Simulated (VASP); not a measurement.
Set up this calculation in VASP 6.6.1, as the native input.

* Task: relaxation of cell and atoms
* Functional: PBE
* Potentials or basis: VASP PAW PBE potentials, release 64 (Be, S)
* Cutoff: 600 eV
* k mesh: 8 × 8 × 8
* Occupations: gaussian, width 0.02 eV
* Spin: no spin polarisation
* Dipole correction: no
* Further INCAR settings: ALGO = Normal; EDIFF = 1e-06; IBRION = 2; EDIFFG = -0.005; NSW = 100; ISIF = 3

The structure of BeS lies in POSCAR:

```
BeS
1.0
    0.0000000000      2.4351516489      2.4351516489
    2.4351516489      0.0000000000      2.4351516489
    2.4351516489      2.4351516489      0.0000000000
Be S
1 1
Direct
    0.0000000000      0.0000000000      0.0000000000
    0.7500000000      0.7500000000      0.7500000000
```

The input as run:

INCAR

```
SYSTEM = BeS
ALGO = Normal
EDIFF = 1E-6
EDIFFG = -0.005
ENCUT = 600
GGA = PE
IBRION = 2
ISIF = 3
ISMEAR = 0
LASPH = .True.
LCHARG = .False.
LREAL = .False.
LWAVE = .False.
NELM = 100
NSW = 100
PREC = Accurate
SIGMA = 0.02
```

KPOINTS

```
k-points
0
Gamma
  8 8 8
  0 0 0
```

Potentials or basis: VASP PAW PBE potentials, release 64 (Be, S).

Launch:

```bash
$ cat potpaw_PBE.64/Be/POTCAR potpaw_PBE.64/S/POTCAR > POTCAR
$ mpirun -np 1 vasp_std > vasp.out
```

Results of the run:

The relaxed volume is 14.50 Å³/atom, the relaxed cell is a = 3.448 Å, b = 3.448 Å, c = 3.448 Å, α = 60.00°, β = 60.00°, γ = 60.00° and the space group after relaxing (to 0.05 Å) is F-43m (No. 216). The energy gained by relaxing is 0.1 meV/atom. The ionic steps are 3, the pressure after relaxing is 0.0 GPa and the band gap on the k mesh is 3.15 eV, indirect (least direct gap 5.68 eV).

It took 8.3 s on 1 thread of Intel(R) Xeon(R) 6975P-C (Granite Rapids) (shared host), peak memory 0.15 GiB.
